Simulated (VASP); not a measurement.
# Li2O (Fm-3m) in VASP: notebook

The runs below take Li2O through single point, with PBEsol, PBE+D4, PBE+D3(BJ).

Program: VASP 6.6.1. These are calculated values, not measurements. Logs are shortened: lines on timing, memory, paths and dates and some standing lists are left out, and cuts for length are marked.

### 1 The cell of the first run

It takes space group Fm-3m (No. 225, cubic). Conventional cell: a = 4.580 Å, b = 4.580 Å, c = 4.580 Å, α = 90.00°, β = 90.00°, γ = 90.00°. Li (site symmetry -43m) has 4 O at 1.98 Å and 6 Li at 2.29 Å within 2.6 Å. Within 2.6 Å of O (site symmetry m-3m) lie 8 Li at 1.98 Å.

### 2 Single point, PBEsol

Input file INCAR:

```
SYSTEM = Li2O
PREC = Accurate
ENCUT = 750
EDIFF = 1E-6
ISMEAR = 0
SIGMA = 0.01
LREAL = .FALSE.
LASPH = .TRUE.
NELM = 120
ALGO = Normal
ISIF = 2
LWAVE = .FALSE.
LCHARG = .FALSE.
GGA = PS
NBANDS = 13
GGA_COMPAT = .FALSE.
```

Input file KPOINTS:

```
Automatic mesh
0
G
  6 6 6
  0 0 0
```

Input file POSCAR:

```
Li2O
1.0
    0.0000000000      2.2899565509      2.2899565509
    2.2899565509      0.0000000000      2.2899565509
    2.2899565509      2.2899565509      0.0000000000
Li O
2 1
Direct
    0.2500000000      0.2500000000      0.2500000000
    0.7500000000      0.7500000000      0.7500000000
    0.0000000000      0.0000000000      0.0000000000
```

Potentials or basis: VASP PAW PBE potentials, release 64 (Li_sv, O).

On the command line:

```bash
$ cat potpaw_PBE.64/Li_sv/POTCAR potpaw_PBE.64/O/POTCAR > POTCAR
$ mpirun -np 1 vasp_std > vasp.out
```

OUTCAR:

```text
SYSTEM = Li2O
   PREC = Accurate
   ENCUT = 750
   EDIFF = 1E-6
   ISMEAR = 0
   LREAL = .FALSE.
   LASPH = .TRUE.
   NELM = 120
   ISIF = 2
   GGA = PS

 ion  position               nearest neighbor table
   1  0.250  0.250  0.250-   3 1.98   3 1.98   3 1.98   3 1.98   2 2.29   2 2.29   2 2.29   2 2.29
                             2 2.29   2 2.29
   2  0.750  0.750  0.750-   3 1.98   3 1.98   3 1.98   3 1.98   1 2.29   1 2.29   1 2.29   1 2.29
                             1 2.29   1 2.29
   3  0.000  0.000  0.000-   1 1.98   2 1.98   2 1.98   2 1.98   1 1.98   1 1.98   2 1.98   1 1.98

  LATTYP: Found a face centered cubic cell.
 ALAT       =     4.5799131018

  Lattice vectors:

 A1 = (   0.0000000000,   2.2899565509,   2.2899565509)
 A2 = (   2.2899565509,   0.0000000000,   2.2899565509)
 A3 = (   2.2899565509,   2.2899565509,   0.0000000000)

Analysis of symmetry for initial positions (statically):
=====================================================================
 Subroutine PRICEL returns:
 Original cell was already a primitive cell.

 Routine SETGRP: Setting up the symmetry group for a
 face centered cubic supercell.

 Subroutine GETGRP returns: Found 48 space group operations
 (whereof 48 operations were pure point group operations)
 out of a pool of 48 trial point group operations.

The static configuration has the point symmetry O_h .

Analysis of symmetry for dynamics (positions and initial velocities):
=====================================================================
 Subroutine PRICEL returns:
 Original cell was already a primitive cell.

 Routine SETGRP: Setting up the symmetry group for a
 face centered cubic supercell.

 Subroutine GETGRP returns: Found 48 space group operations
 (whereof 48 operations were pure point group operations)
 out of a pool of 48 trial point group operations.

The dynamic configuration has the point symmetry O_h .

 Subroutine INISYM returns: Found 48 space group operations
 (whereof 48 operations are pure point group operations),
 and found     1 'primitive' translations

----------------------------------------------------------------------------------------

                                     Primitive cell

  volume of cell :      24.0166

  direct lattice vectors                    reciprocal lattice vectors
     0.000000000  2.289956551  2.289956551    -0.218344754  0.218344754  0.218344754
     2.289956551  0.000000000  2.289956551     0.218344754 -0.218344754  0.218344754
     2.289956551  2.289956551  0.000000000     0.218344754  0.218344754 -0.218344754

  length of vectors
     3.238487612  3.238487612  3.238487612     0.378184208  0.378184208  0.378184208

  position of ions in fractional coordinates (direct lattice)
     0.250000000  0.250000000  0.250000000
     0.750000000  0.750000000  0.750000000
     0.000000000  0.000000000  0.000000000

  ion indices of the primitive-cell ions
   primitive index   ion index
                 1           1
                 2           2
                 3           3

----------------------------------------------------------------------------------------

 KPOINTS: Automatic mesh

Automatic generation of k-mesh.
 Grid dimensions read from file:
 generate k-points for:    6    6    6

 Generating k-lattice:

  Cartesian coordinates                     Fractional coordinates (reciprocal lattice)
    -0.036390792  0.036390792  0.036390792     0.166666667  0.000000000  0.000000000
     0.036390792 -0.036390792  0.036390792     0.000000000  0.166666667  0.000000000
     0.036390792  0.036390792 -0.036390792     0.000000000  0.000000000  0.166666667

  Length of vectors
     0.063030701  0.063030701  0.063030701

  Shift w.r.t. Gamma in fractional coordinates (k-lattice)
     0.000000000  0.000000000  0.000000000

 Subroutine IBZKPT returns following result:
 ===========================================

 Found     16 irreducible k-points:

 Following reciprocal coordinates:
            Coordinates               Weight
  0.000000  0.000000  0.000000      1.000000
  0.166667  0.000000  0.000000      8.000000
  0.333333  0.000000  0.000000      8.000000
  0.500000  0.000000  0.000000      4.000000
  0.166667  0.166667  0.000000      6.000000
  0.333333  0.166667  0.000000     24.000000
[... 8 lines left out ...]
 -0.333333  0.333333  0.166667     24.000000
 -0.333333  0.500000  0.166667     12.000000
   k-points           NKPTS =     16   k-points in BZ     NKDIM =     16   number of bands    NBANDS=     13
   number of dos      NEDOS =    301   number of ions     NIONS =      3
   total plane-waves  NPLWV =  27000
   dimension x,y,z NGX =    30 NGY =   30 NGZ =   30
   dimension x,y,z NGXF=    60 NGYF=   60 NGZF=   60
   ions per type =               2   1
   NGX,Y,Z   is equivalent  to a cutoff of  15.40, 15.40, 15.40 a.u.
   NGXF,Y,Z  is equivalent  to a cutoff of  30.80, 30.80, 30.80 a.u.
 SYSTEM =  Li2O
   PREC   = accura    normal or accurate (medium, high low for compatibility)
   ISTART =      0    job   : 0-new  1-cont  2-samecut
   ICHARG =      2    charge: 1-file 2-atom 10-const
   ISPIN  =      1    spin polarized calculation?
   LNONCOLLINEAR =      F non collinear calculations
   LSORBIT =      F    spin-orbit coupling
   LASPH  =      T    aspherical Exc in radial PAW
   ENCUT  =  750.0 eV  55.12 Ry    7.42 a.u.   7.23  7.23  7.23*2*pi/ulx,y,z
   NELM   =    120;   NELMIN=  2; NELMDL= -5     # of ELM steps
   EDIFF  = 0.1E-05   stopping-criterion for ELM
   LREAL  =      F    real-space projection
   EDIFFG = 0.1E-04   stopping-criterion for IOM
   NSW    =      0    number of steps for IOM
   IBRION =     -1    ionic relax: 0-MD 1-quasi-New 2-CG
   NFREE  =      0    steps in history (QN), initial steepest desc. (CG)
   ISIF   =      2    stress and relaxation
   ISYM   =      2    0-nonsym 1-usesym 2-fastsym
   POTIM  = 0.5000    time-step for ionic-motion
   TEBEG  =    0.0;   TEEND  =   0.0 temperature during run
   PSTRESS=    0.0 pullay stress
   NELECT =      12.0000    total number of electrons
   NUPDOWN=      -1.0000    fix difference up-down
   EMIN   =  10.00;   EMAX   =-10.00  energy-range for DOS
   EFERMI =   0.00;   METHOD = LEGACY
   ISMEAR =     0;   SIGMA  =   0.01  broadening in eV -4-tet -1-fermi 0-gaus
   EFERMI_NEDOS =   21; number of points for ismear=-14 and -15
   IALGO  =     38    algorithm
   IMIX   =      4    mixing-type and parameters
     AMIX     =   0.40;   BMIX     =  1.00
     AMIX_MAG =   1.60;   BMIX_MAG =  1.00
  volume/ion in A,a.u.               =       8.01        54.02
  Fermi-wavevector in a.u.,A,eV,Ry     =   1.299066  2.454879 22.960830  1.687573
  Thomas-Fermi vector in A             =   2.430354
   LORBIT       =      0    0 simple, 1 ext, 2 COOP (PROOUT), +10 PAW based schemes
   GGA     = PS    functional components
   LHFCALC =     F    Hartree Fock is set to
   AEXX    =    0.0000 exact exchange contribution
   IVDW    =     0    specifies the selected vdW correction
   LEPSILON=     F    determine dielectric tensor
   LRPA    =     F    only Hartree local field effects (RPA)
 non-spin polarized calculation
 Gauss-broadening in eV      SIGMA  =   0.01
  energy-cutoff  :      750.00
  volume of cell :       24.02
 maximum number of plane-waves:      1139
 NGX is ok and might be reduce to    30
   NGX = 15   NGY = 15   NGZ = 15

 number of electron      12.0000003 magnetization

 Free energy of the ion-electron system (eV)
  ---------------------------------------------------
  ext. energy  EPLUGINS =         0.00000000
  ---------------------------------------------------
  free energy    TOTEN  =       -14.75685546 eV

  energy without entropy =      -14.75685546  energy(sigma->0) =      -14.75685546

 E-fermi :   1.4793     XC(G=0): -10.0328

 val. band max:        1.3583033888   @ k =   0.0000   0.0000   0.0000
 cond. band min:       6.2289963755   @ k =   0.5000   0.5000   0.0000
 fundamental gap:      4.8706929867
 Fermi energy:         1.4792598558

 k-point     1 :       0.0000    0.0000    0.0000
  band No.  band energies     occupation
      1     -40.8631      2.00000
      2     -40.4830      2.00000
      3     -14.0376      2.00000
      4       1.3583      2.00000
      5       1.3583      2.00000
      6       1.3583      2.00000
      7       6.7035      0.00000
      8      13.3064      0.00000
      9      13.3064      0.00000
     10      13.3064      0.00000
     11      20.4590      0.00000
     12      20.4590      0.00000
     13      20.4590      0.00000

 k-point     2 :       0.1667    0.0000    0.0000
  band No.  band energies     occupation
      1     -40.8334      2.00000
      2     -40.5048      2.00000
      3     -13.9846      2.00000
      4       0.4874      2.00000
      5       1.2314      2.00000
      6       1.2314      2.00000
      7       7.4097      0.00000
      8      13.3355      0.00000
      9      13.6503      0.00000
     10      13.6503      0.00000
     11      18.6475      0.00000
     12      18.6475      0.00000
     13      21.3984      0.00000

 k-point     3 :       0.3333    0.0000    0.0000
  band No.  band energies     occupation
      1     -40.7558      2.00000
      2     -40.5665      2.00000
      3     -13.8699      2.00000
      4      -0.9126      2.00000
      5       0.9996      2.00000
      6       0.9996      2.00000
      7       8.9748      0.00000
      8      12.7053      0.00000
      9      13.6896      0.00000
     10      13.6896      0.00000
     11      18.5109      0.00000
     12      18.5109      0.00000
     13      23.3673      0.00000

 k-point     4 :       0.5000    0.0000    0.0000
  band No.  band energies     occupation
      1     -40.6579      2.00000
      2     -40.6564      2.00000
      3     -13.8072      2.00000
      4      -1.5159      2.00000
      5       0.8934      2.00000
      6       0.8934      2.00000
      7      10.6121      0.00000
      8      11.3369      0.00000
      9      13.4224      0.00000
     10      13.4224      0.00000
     11      19.3521      0.00000
     12      19.3521      0.00000
     13      24.4940      0.00000

 k-point     5 :       0.1667    0.1667    0.0000
  band No.  band energies     occupation
      1     -40.8257      2.00000
      2     -40.5097      2.00000
      3     -13.9689      2.00000
      4       0.7127      2.00000
      5       0.9555      2.00000
      6       0.9555      2.00000
      7       7.3876      0.00000
      8      13.6051      0.00000
      9      13.6051      0.00000
     10      14.1044      0.00000
     11      16.4099      0.00000
     12      22.2352      0.00000
     13      22.2352      0.00000
[... 129 lines left out ...]
 k-point    14 :       0.5000    0.3333    0.1667
  band No.  band energies     occupation
      1     -40.7181      2.00000
      2     -40.5927      2.00000
      3     -13.8034      2.00000
      4      -0.7405      2.00000
      5       0.1211      2.00000
      6       0.5652      2.00000
      7       8.3523      0.00000
      8      12.4970      0.00000
      9      14.8251      0.00000
     10      15.3903      0.00000
     11      16.9150      0.00000
     12      21.4467      0.00000
     13      23.8170      0.00000

 k-point    15 :      -0.3333    0.3333    0.1667
  band No.  band energies     occupation
      1     -40.6528      2.00000
      2     -40.6524      2.00000
      3     -13.7635      2.00000
      4      -0.9728      2.00000
      5       0.0625      2.00000
      6       0.2631      2.00000
      7       8.8586      0.00000
      8      11.8182      0.00000
      9      15.1064      0.00000
     10      15.3347      0.00000
     11      19.1919      0.00000
     12      19.5118      0.00000
     13      24.6446      0.00000

 k-point    16 :      -0.3333    0.5000    0.1667
  band No.  band energies     occupation
      1     -40.6819      2.00000
      2     -40.6202      2.00000
      3     -13.7523      2.00000
      4      -0.4515      2.00000
      5      -0.2262      2.00000
      6      -0.1311      2.00000
      7       7.7345      0.00000
      8      12.7858      0.00000
      9      15.3327      0.00000
     10      15.9813      0.00000
     11      18.3616      0.00000
     12      21.5075      0.00000
     13      23.6003      0.00000

------------------------ aborting loop because EDIFF is reached ----------------------------------------

  FORCE on cell =-STRESS in cart. coord.  units (eV):
  Direction    XX          YY          ZZ          XY          YZ          ZX
  --------------------------------------------------------------------------------------
  -------------------------------------------------------------------------------------
  Total        0.0152946      0.0152946      0.0152946      0.0000000      0.0000000     -0.0000000
  in kB        1.0203198      1.0203198      1.0203198      0.0000000      0.0000000     -0.0000000
  external PRESSURE =       1.0203198 kB  Pullay stress =       0.0000000 kB

 VOLUME and BASIS-vectors are now :
 -----------------------------------------------------------------------------
  energy-cutoff  :      750.00
  volume of cell :       24.02
      direct lattice vectors                 reciprocal lattice vectors
     0.000000000  2.289956551  2.289956551    -0.218344754  0.218344754  0.218344754
     2.289956551  0.000000000  2.289956551     0.218344754 -0.218344754  0.218344754
     2.289956551  2.289956551  0.000000000     0.218344754  0.218344754 -0.218344754

 POSITION                                       TOTAL-FORCE (eV/Angst)
 -----------------------------------------------------------------------------------
      1.14498      1.14498      1.14498         0.000000      0.000000      0.000000
      3.43493      3.43493      3.43493        -0.000000     -0.000000     -0.000000
      0.00000      0.00000      0.00000         0.000000     -0.000000      0.000000
 -----------------------------------------------------------------------------------
    total drift:                                0.000000     -0.000000      0.000000

  FREE ENERGIE OF THE ION-ELECTRON SYSTEM (eV)
  ---------------------------------------------------
  free  energy   TOTEN  =       -14.7568554570 eV

  energy  without entropy=      -14.7568554570  energy(sigma->0) =      -14.75685546
```

Wall time 7.9 s (1 thread of AMD EPYC 7R43 (Zen 3), shared host); peak memory 0.12 GiB.

What came out:

| Quantity | Value |
| --- | --- |
| Free energy | -14.7569 eV |
| Pressure | 0.1 GPa |
| Band gap on the k mesh | 4.87 eV (least direct gap 5.35 eV) |

Caveat: the PAW data sets were made with another functional, which shifts forces and pressure a little.

### 3 Single point, PBE+D4

This run uses another cell than the first one, of 8.08 Å³/atom.

Input file INCAR:

```
SYSTEM = Li2O
  PREC = Accurate
  ENCUT = 750
  EDIFF = 1E-6
  ISMEAR = 0
  SIGMA = 0.01
  LREAL = .FALSE.
  LASPH = .TRUE.
  NELM = 120
  ALGO = Normal
  ISIF = 2
  LWAVE = .FALSE.
  LCHARG = .FALSE.
  GGA = PE
  IVDW = 13
  NBANDS = 13
  GGA_COMPAT = .FALSE.
```

Input file KPOINTS:

```
regular mesh
0
G
  6 6 6
  0 0 0
```

Input file POSCAR:

```
Li2O
1.0
    0.0000000000      2.2967495838      2.2967495838
    2.2967495838      0.0000000000      2.2967495838
    2.2967495838      2.2967495838      0.0000000000
Li O
2 1
Direct
    0.2500000000      0.2500000000      0.2500000000
    0.7500000000      0.7500000000      0.7500000000
    0.0000000000      0.0000000000      0.0000000000
```

Potentials or basis: VASP PAW PBE potentials, release 64 (Li_sv, O).

On the command line:

```bash
$ cat potpaw_PBE.64/Li_sv/POTCAR potpaw_PBE.64/O/POTCAR > POTCAR
$ mpirun -np 1 vasp_std > vasp.out
```

Wall time 9.8 s (1 thread of AMD EPYC 7R43 (Zen 3), shared host); peak memory 0.12 GiB.

Results (log left out):

- Free energy: -14.5893 eV
- Pressure: -0.4 GPa
- Band gap on the k mesh: 5.01 eV (least direct gap 5.39 eV)
- Dispersion energy per atom: -0.079 eV

Levels at points of the mesh, in eV from the valence-band top:
```csv
k point,band 4,band 5,band 6,band 7,band 8,band 9
"(0.00, 0.00, 0.00)",0.00,0.00,0.00,5.39,12.04,12.04
"(0.50, 0.00, 0.00)",-2.81,-0.45,-0.45,9.32,9.98,12.16
"(0.50, 0.50, 0.00)",-1.62,-1.41,-1.41,5.01,13.70,13.70
```

### 4 Single point, PBE+D3(BJ)

This run uses another cell than the first one, of 7.72 Å³/atom.

Input file INCAR:

```
SYSTEM = Li2O
PREC = Accurate
ENCUT = 750
EDIFF = 1E-6
ISMEAR = 0
SIGMA = 0.01
LREAL = .False.
LASPH = .True.
NELM = 120
ALGO = Normal
ISIF = 2
LWAVE = .False.
LCHARG = .True.
GGA = PE
IVDW = 12
LELF = .True.
LVHAR = .True.
NBANDS = 13
GGA_COMPAT = .False.
```

Input file KPOINTS:

```
regular mesh
0
Gamma
  6 6 6
  0 0 0
```

Input file POSCAR:

```
Li2O
1.0
    0.0000000000      2.2622527925      2.2622527925
    2.2622527925      0.0000000000      2.2622527925
    2.2622527925      2.2622527925      0.0000000000
Li O
2 1
Direct
    0.2500000000      0.2500000000      0.2500000000
    0.7500000000      0.7500000000      0.7500000000
    0.0000000000      0.0000000000      0.0000000000
```

On the command line:

```bash
$ cat potpaw_PBE.64/Li_sv/POTCAR potpaw_PBE.64/O/POTCAR > POTCAR
$ mpirun -np 1 vasp_std > vasp.out
```

Run time: 9.1 s. Hardware: 1 thread of AMD EPYC 7R43 (Zen 3), shared host; peak memory 0.14 GiB.

The run converged. Its results:

```yaml
Free_energy: -15.1714 eV
Pressure: -0.2 GPa
Band_gap_on_the_k_mesh: 5.10 eV (least direct gap 5.74 eV)
Dispersion_energy_per_atom: -0.282 eV
```

Levels at points of the mesh, in eV from the valence-band top:
| k point | band 3 | band 4 | band 5 | band 6 | band 7 | band 8 | band 9 | band 10 |
| --- | --- | --- | --- | --- | --- | --- | --- | --- |
| (0.00, 0.00, 0.00) | -15.55 | 0.00 | 0.00 | 0.00 | 5.74 | 12.30 | 12.30 | 12.30 |
| (0.50, 0.00, 0.00) | -15.32 | -2.92 | -0.48 | -0.48 | 9.63 | 10.45 | 12.41 | 12.41 |
| (0.50, 0.50, 0.00) | -15.28 | -1.65 | -1.49 | -1.49 | 5.10 | 14.14 | 14.14 | 15.55 |

A k mesh can miss the band edges. A hybrid or GW would open this gap; PBE tends to underestimate it.

### 5 Summary

| level | cell | gap on the mesh (eV) | pressure (GPa) |
| --- | --- | --- | --- |
| PBEsol | a = 3.238 Å, angles 60.0°, 3 atoms | 4.87 | 0.1 |
| PBE+D4 | a = 3.248 Å, angles 60.0°, 3 atoms | 5.01 | -0.4 |
| PBE+D3(BJ) | a = 3.199 Å, angles 60.0°, 3 atoms | 5.10 | -0.2 |

Alike in all rows: task single point; potentials or basis VASP PAW PBE potentials, release 64 (Li_sv, O); no spin polarisation; k mesh 6 × 6 × 6; cutoff (eV) 750; smearing gaussian 0.01 eV.

Caveats: the PAW data sets were made with another functional, which shifts forces and pressure a little (at least some runs).

Total energies depend on the potentials used, so only differences within one code and one set of settings carry meaning.
